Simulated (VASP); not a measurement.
# V (Im-3m) in VASP: further runs, part 2 of 2

VASP 6.6.1.

## 5. Single point, r2SCAN, collinear spin, ferromagnetic start

Contents of POSCAR:

```
V
1.0
   -1.5139000000      1.5139000000      1.5139000000
    1.5139000000     -1.5139000000      1.5139000000
    1.5139000000      1.5139000000     -1.5139000000
V
1
Direct
    0.0000000000      0.0000000000      0.0000000000
```

Contents of INCAR.step1:

```
SYSTEM = V
PREC     = Accurate       ! precision mode
ENCUT    = 520            ! plane-wave cutoff, eV
ISMEAR   = -1             ! smearing method
SIGMA    = 0.1            ! smearing width, eV
LREAL    = .FALSE.        ! projectors in reciprocal space
LASPH    = .TRUE.         ! aspherical terms in the spheres
NELM     = 150            ! most SCF steps
ISPIN    = 2              ! spin polarisation
MAGMOM   = 0.6            ! initial moments
NUPDOWN  = 0.6            ! fixed moment
LMAXMIX  = 4              ! l up to which the mixer works
NBANDS   = 16             ! bands
GGA      = PE             ! functional
ALGO     = Normal         ! electronic algorithm
EDIFF    = 1E-4           ! SCF threshold, eV
LWAVE    = .TRUE.         ! write WAVECAR
LCHARG   = .FALSE.        ! write CHGCAR
```

Contents of INCAR.step2:

```
SYSTEM = V
PREC     = Accurate       ! precision mode
ENCUT    = 520            ! plane-wave cutoff, eV
EDIFF    = 1E-6           ! SCF threshold, eV
ISMEAR   = -1             ! smearing method
SIGMA    = 0.1            ! smearing width, eV
LREAL    = .FALSE.        ! projectors in reciprocal space
LASPH    = .TRUE.         ! aspherical terms in the spheres
NELM     = 150            ! most SCF steps
ALGO     = Normal         ! electronic algorithm
ISIF     = 2              ! what is computed and relaxed
LWAVE    = .FALSE.        ! write WAVECAR
LCHARG   = .FALSE.        ! write CHGCAR
ISPIN    = 2              ! spin polarisation
MAGMOM   = 0.6            ! initial moments
LORBIT   = 11             ! projections on sites
NUPDOWN  = 0.6            ! fixed moment
LMAXMIX  = 4              ! l up to which the mixer works
METAGGA  = R2SCAN         ! meta-GGA
LMIXTAU  = .TRUE.       
NBANDS   = 16             ! bands
ISTART   = 1
```

Contents of KPOINTS:

```
Automatic mesh
0
G
  13 13 13
  0 0 0
```

Potentials or basis: VASP PAW PBE potentials, release 64 (V_sv).

On the command line:

```console
$ cat potpaw_PBE.64/V_sv/POTCAR > POTCAR
$ cp INCAR.step1 INCAR
$ mpirun -np 1 vasp_std > vasp.out
$ cp INCAR.step2 INCAR
$ mpirun -np 1 vasp_std > vasp.out
```

OUTCAR:

```text
SYSTEM = V
   PREC = Accurate
   ENCUT = 520
   EDIFF = 1E-6
   ISMEAR = -1
   LREAL = .FALSE.
   LASPH = .TRUE.
   NELM = 150
   ISIF = 2
   ISPIN = 2
   LORBIT = 11
   NUPDOWN = 0.6
   METAGGA = R2SCAN
   ISTART = 1

 ion  position               nearest neighbor table
   1  0.000  0.000  0.000-

  LATTYP: Found a body centered cubic cell.
 ALAT       =     3.0278000000

  Lattice vectors:

 A1 = (  -1.5139000000,   1.5139000000,   1.5139000000)
 A2 = (   1.5139000000,  -1.5139000000,   1.5139000000)
 A3 = (   1.5139000000,   1.5139000000,  -1.5139000000)

Analysis of symmetry for initial positions (statically):
=====================================================================
 Subroutine PRICEL returns:
 Original cell was already a primitive cell.

 Routine SETGRP: Setting up the symmetry group for a
 body centered cubic supercell.

 Subroutine GETGRP returns: Found 48 space group operations
 (whereof 48 operations were pure point group operations)
 out of a pool of 48 trial point group operations.

The static configuration has the point symmetry O_h .

Analysis of symmetry for dynamics (positions and initial velocities):
=====================================================================
 Subroutine PRICEL returns:
 Original cell was already a primitive cell.

 Routine SETGRP: Setting up the symmetry group for a
 body centered cubic supercell.

 Subroutine GETGRP returns: Found 48 space group operations
 (whereof 48 operations were pure point group operations)
 out of a pool of 48 trial point group operations.

The dynamic configuration has the point symmetry O_h .

Analysis of structural, dynamic, and magnetic symmetry:
=====================================================================
 Subroutine PRICEL returns:
 Original cell was already a primitive cell.

 Routine SETGRP: Setting up the symmetry group for a
 body centered cubic supercell.

 Subroutine GETGRP returns: Found 48 space group operations
 (whereof 48 operations were pure point group operations)
 out of a pool of 48 trial point group operations.

The overall configuration has the point symmetry O_h .

 Subroutine INISYM returns: Found 48 space group operations
 (whereof 48 operations are pure point group operations),
 and found     1 'primitive' translations

----------------------------------------------------------------------------------------

                                     Primitive cell

  volume of cell :      13.8788

  direct lattice vectors                    reciprocal lattice vectors
    -1.513900000  1.513900000  1.513900000     0.000000000  0.330272805  0.330272805
     1.513900000 -1.513900000  1.513900000     0.330272805  0.000000000  0.330272805
     1.513900000  1.513900000 -1.513900000     0.330272805  0.330272805  0.000000000

  length of vectors
     2.622151718  2.622151718  2.622151718     0.467076281  0.467076281  0.467076281

  position of ions in fractional coordinates (direct lattice)
     0.000000000  0.000000000  0.000000000

  ion indices of the primitive-cell ions
   primitive index   ion index
                 1           1

----------------------------------------------------------------------------------------

 KPOINTS: Automatic mesh

Automatic generation of k-mesh.
 Grid dimensions read from file:
 generate k-points for:   13   13   13

[... 46 lines left out ...]
   number of dos      NEDOS =    301   number of ions     NIONS =      1
   total plane-waves  NPLWV =   8000
   dimension x,y,z NGX =    20 NGY =   20 NGZ =   20
   dimension x,y,z NGXF=    40 NGYF=   40 NGZF=   40
   ions per type =               1
   NGX,Y,Z   is equivalent  to a cutoff of  12.68, 12.68, 12.68 a.u.
   NGXF,Y,Z  is equivalent  to a cutoff of  25.36, 25.36, 25.36 a.u.
 SYSTEM =  V
   PREC   = accura    normal or accurate (medium, high low for compatibility)
   ISTART =      1    job   : 0-new  1-cont  2-samecut
   ICHARG =      0    charge: 1-file 2-atom 10-const
   ISPIN  =      2    spin polarized calculation?
   LNONCOLLINEAR =      F non collinear calculations
   LSORBIT =      F    spin-orbit coupling
   LASPH  =      T    aspherical Exc in radial PAW
   ENCUT  =  520.0 eV  38.22 Ry    6.18 a.u.   4.88  4.88  4.88*2*pi/ulx,y,z
   NELM   =    150;   NELMIN=  2; NELMDL=  0     # of ELM steps
   EDIFF  = 0.1E-05   stopping-criterion for ELM
   LREAL  =      F    real-space projection
   EDIFFG = 0.1E-04   stopping-criterion for IOM
   NSW    =      0    number of steps for IOM
   IBRION =     -1    ionic relax: 0-MD 1-quasi-New 2-CG
   NFREE  =      0    steps in history (QN), initial steepest desc. (CG)
   ISIF   =      2    stress and relaxation
   ISYM   =      2    0-nonsym 1-usesym 2-fastsym
   POTIM  = 0.5000    time-step for ionic-motion
   TEBEG  =    0.0;   TEEND  =   0.0 temperature during run
   PSTRESS=    0.0 pullay stress
   NELECT =      13.0000    total number of electrons
   NUPDOWN=       0.6000    fix difference up-down
   EMIN   =  10.00;   EMAX   =-10.00  energy-range for DOS
   EFERMI =   0.00;   METHOD = LEGACY
   ISMEAR =    -1;   SIGMA  =   0.10  broadening in eV -4-tet -1-fermi 0-gaus
   EFERMI_NEDOS =   21; number of points for ismear=-14 and -15
   IALGO  =     38    algorithm
   IMIX   =      4    mixing-type and parameters
     AMIX     =   0.40;   BMIX     =  1.00
     AMIX_MAG =   1.60;   BMIX_MAG =  1.00
  volume/ion in A,a.u.               =      13.88        93.66
  Fermi-wavevector in a.u.,A,eV,Ry     =   1.601789  3.026943 34.908868  2.565729
  Thomas-Fermi vector in A             =   2.698712
   LORBIT       =     11    0 simple, 1 ext, 2 COOP (PROOUT), +10 PAW based schemes
   METAGGA = R2SCAN    functional components
   LHFCALC =     F    Hartree Fock is set to
   AEXX    =    0.0000 exact exchange contribution
   IVDW    =     0    specifies the selected vdW correction
   LEPSILON=     F    determine dielectric tensor
   LRPA    =     F    only Hartree local field effects (RPA)
 spin polarized calculation
  energy-cutoff  :      520.00
  volume of cell :       13.88
 maximum number of plane-waves:       386
   NGX =  9   NGY =  9   NGZ =  9

 number of electron      12.9999996 magnetization       0.6000000

 Free energy of the ion-electron system (eV)
  ---------------------------------------------------
  ext. energy  EPLUGINS =         0.00000000
  ---------------------------------------------------
  free energy    TOTEN  =       -14.13413552 eV

  energy without entropy =      -14.08849305  energy(sigma->0) =      -14.11131429

 E-fermi :   9.3491     XC(G=0): -13.8761

 val. band max:        9.4476758594   @ k =  -0.4615   0.4615   0.2308
 cond. band min:       9.3695922696   @ k =  -0.3846   0.4615   0.0769
 fundamental gap:     -0.0780835898
 Fermi energy:         9.4798121671

 spin component 1

 k-point     1 :       0.0000    0.0000    0.0000
  band No.  band energies     occupation
      1     -57.3190      1.00000
      2     -29.5184      1.00000
      3     -29.5183      1.00000
      4     -29.5183      1.00000
      5       2.1089      1.00000
      6       9.3516      0.78284
[... 435 lines left out ...]
      5       5.4891      1.00000
      6       8.1368      1.00000
[... 8 lines left out ...]
     15      38.8542      0.00000
     16      39.5693      0.00000

 [... further k-points ...]

 spin component 2

 k-point     1 :       0.0000    0.0000    0.0000
  band No.  band energies     occupation
      1     -56.7293      1.00000
      2     -28.9291      1.00000
      3     -28.9290      1.00000
      4     -28.9290      1.00000
      5       2.5017      1.00000
      6      10.2476      0.00013
[... 435 lines left out ...]
      5       5.9362      1.00000
      6       8.9607      0.97985
[... 8 lines left out ...]
     15      39.4452      0.00000
     16      39.9295      0.00000

 [... further k-points ...]
[... 5 lines left out ...]
  --------------------------------------------------------------------------------------
  -------------------------------------------------------------------------------------
  Total       -0.4630982     -0.4630982     -0.4630982      0.0000000     -0.0000000      0.0000000
  in kB      -53.4603878    -53.4603878    -53.4603878      0.0000000     -0.0000000      0.0000000
  external PRESSURE =     -53.4603878 kB  Pullay stress =       0.0000000 kB

 VOLUME and BASIS-vectors are now :
 -----------------------------------------------------------------------------
  energy-cutoff  :      520.00
  volume of cell :       13.88
      direct lattice vectors                 reciprocal lattice vectors
    -1.513900000  1.513900000  1.513900000     0.000000000  0.330272805  0.330272805
     1.513900000 -1.513900000  1.513900000     0.330272805  0.000000000  0.330272805
     1.513900000  1.513900000 -1.513900000     0.330272805  0.330272805  0.000000000

 POSITION                                       TOTAL-FORCE (eV/Angst)
 -----------------------------------------------------------------------------------
      0.00000      0.00000      0.00000        -0.000000      0.000000     -0.000000
 -----------------------------------------------------------------------------------
    total drift:                                0.000000     -0.000000      0.000000

  FREE ENERGIE OF THE ION-ELECTRON SYSTEM (eV)
  ---------------------------------------------------
  free  energy   TOTEN  =       -14.1341355193 eV

  energy  without entropy=      -14.0884930510  energy(sigma->0) =      -14.11131429

 total charge

# of ion       s       p       d       tot
------------------------------------------
    1        2.329   6.229   3.012  11.570

 magnetization (x)

# of ion       s       p       d       tot
------------------------------------------
    1        0.007   0.032   0.474   0.513
```

Run time: 1.8 min. Hardware: 1 thread of Intel Xeon Platinum 8375C at 2.90GHz (Ice Lake), shared host; peak memory 0.15 GiB.

Results:

```yaml
Free_energy: -14.1341 eV
Pressure: -5.3 GPa
Net_moment: 0.60 μB per cell
Site_moments: V +0.51 μB
Valence_electrons_inside_the_program's_atomic_spheres: V 11.57
```

Caveat: the PAW data sets were made with another functional, which shifts forces and pressure a little; the total moment is fixed, so each spin has its own Fermi level.

## 6. Overview

| spin | fixed moment (μB) | pressure (GPa) | moment (μB) |
| --- | --- | --- | --- |
| collinear, zero start | 0.0 | -7.1 | 0.00 |
| collinear, ferromagnetic start | - | -7.1 | 0.00 |
| collinear, ferromagnetic start | 0.3 | -6.7 | 0.30 |
| collinear, ferromagnetic start | 0.6 | -5.3 | 0.60 |

Alike in all rows: task single point; level r2SCAN; potentials or basis VASP PAW PBE potentials, release 64 (V_sv); cell as given; k mesh 13 × 13 × 13; cutoff (eV) 520; smearing fermi-dirac 0.1 eV.

Caveats: the PAW data sets were made with another functional, which shifts forces and pressure a little; the total moment is fixed, so each spin has its own Fermi level (some runs).

Total energies depend on the potentials used, so only differences within one code and one set of settings carry meaning.
